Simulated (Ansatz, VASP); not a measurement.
Two plane-wave programs on MgO

```
Mg O
1.0
     2.98436    0.00000    0.00000
    -1.49218    2.58453    0.00000
     0.00000    0.00000   10.14418
Mg O
4 4
Direct
  0.00000 0.00000 0.00000
  0.33333 0.66667 0.25000
  0.00000 0.00000 0.50000
  0.66667 0.33333 0.75000
  0.66667 0.33333 0.12101
  0.66667 0.33333 0.37899
  0.33333 0.66667 0.62101
  0.33333 0.66667 0.87899
```

Alike in both runs: functional PBE; k mesh 9 × 9 × 3; occupations gaussian, width 0.02 eV; no spin polarisation.

Ansatz relaxed the structure, and its values are those at the end. VASP's run is a single point on that final structure, the one shown.

|  | VASP | Ansatz |
| --- | --- | --- |
| version | VASP 6.6.1 | Ansatz 0.2.0 |
| potentials or method | VASP PAW PBE potentials, release 64 (Mg, O), cutoff 520 eV | scalar-relativistic, plane waves, PAW |
| valence electrons in the cell | 32 | 64 |

```tsv
	VASP	Ansatz	Ansatz less VASP
gap on the k mesh at the Fermi level (eV)	3.62	3.64	+0.019
least direct gap on the mesh (eV)	3.68	3.70	+0.019
pressure (GPa)	-0.7	0.0	+0.72
```

VASP's potentials hold 32 valence electrons a cell and Ansatz's 64, so a difference there can come from the potentials and not from the codes.
